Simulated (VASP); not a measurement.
Input of a VASP 6.6.1 run:

File INCAR:

```
ALGO = Normal
EDIFF = 1E-6
ENCUT = 520
GGA = PS
ISIF = 2
ISMEAR = 0
LASPH = True
LCHARG = True
LELF = True
LREAL = False
LVHAR = True
LWAVE = False
NBANDS = 30
NELM = 100
PREC = Accurate
SIGMA = 0.05
```

KPOINTS

```
k-points
0
Gamma
  4 4 6
```

File POSCAR:

```
CsPbI2Br
1.0
    6.6940608000      0.0000000000      0.0000000000
    0.0000000000      6.6940608000      0.0000000000
    0.0000000000      0.0000000000      5.9622200000
Cs Pb I Br
1 1 2 1
Direct
    0.5000000000      0.5000000000      0.5000000000
    0.0000000000      0.0000000000      0.0000000000
    0.0000000000      0.5000000000      0.0000000000
    0.5000000000      0.0000000000      0.0000000000
    0.0000000000      0.0000000000      0.5000000000
```

Potentials or basis: VASP PAW PBE potentials, release 64 (Cs_sv, Pb_d, I, Br).

Run with:

```bash
$ cat potpaw_PBE.64/Cs_sv/POTCAR potpaw_PBE.64/Pb_d/POTCAR potpaw_PBE.64/I/POTCAR potpaw_PBE.64/Br/POTCAR > POTCAR
$ mpirun -np 1 vasp_std > vasp.out
```

**Question.** Estimate the band gap on the k mesh.

**Answer.** 1.56 eV, direct.

**Question.** Predict the pressure.

**Answer.** -1.9 GPa.

Stress tensor (GPa, compression positive):
```
-2.14  0.00  0.00
 0.00 -2.14  0.00
 0.00  0.00 -1.27
```

Caveat: the cell differs from its parent crystal (strain +0.050 along x and y, +0.000 along z); the PAW data sets were made with another functional, which shifts forces and pressure a little; spin-orbit coupling is left out, which moves the levels of the heavy elements. A k mesh can miss the band edges.
